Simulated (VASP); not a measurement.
Set up this calculation in VASP 6.6.1, as the native input.

```
Task                   : single point
Functional             : PBE
Potentials or basis    : VASP PAW PBE potentials, release 64 (Cu, I)
Cutoff                 : 520 eV
k mesh                 : 6 × 6 × 6
Occupations            : fermi-dirac, width 0.02 eV
Spin                   : no spin polarisation
Dipole correction      : no
Further INCAR settings : ALGO = Normal; EDIFF = 1e-07; NBANDS = 16
```

The structure of CuI lies in POSCAR:

```
CuI
1.0
    3.6494671264      0.0000000000      0.0000000000
    0.0000000000      3.6494671264      0.0000000000
    0.0000000000      0.0000000000      3.6494671264
Cu I
1 1
Direct
    0.0000000000      0.0000000000      0.0000000000
    0.5000000000      0.5000000000      0.5000000000
```

These files were run (other wordings do the same):

INCAR

```
SYSTEM = CuI
  PREC = Accurate
  ENCUT = 520
  EDIFF = 1E-7
  ISMEAR = -1
  SIGMA = 0.02
  LREAL = .FALSE.
  LASPH = .TRUE.
  NELM = 60
  ALGO = Normal
  ISIF = 2
  LWAVE = .FALSE.
  LCHARG = .TRUE.
  GGA = PE
  LELF = .TRUE.
  LVHAR = .TRUE.
  NBANDS = 16
```

KPOINTS

```
Automatic mesh
0
G
  6 6 6
  0 0 0
```

Potentials or basis: VASP PAW PBE potentials, release 64 (Cu, I).

Command:

```sh
$ cat potpaw_PBE.64/Cu/POTCAR potpaw_PBE.64/I/POTCAR > POTCAR
$ mpirun -np 1 vasp_std > vasp.out
```

Results of the run:

```
Pressure               : 0.0 GPa
Band gap on the k mesh : zero (bands 9 and 10 overlap by 0.40 eV)
```

Caveat: spin-orbit coupling is left out, which moves the levels of the heavy elements.

Wall time 14 s on 1 thread of Intel(R) Xeon(R) Platinum 8259CL CPU @ 2.50GHz (Skylake/Cascade Lake), on a shared host, peak memory 0.16 GiB.
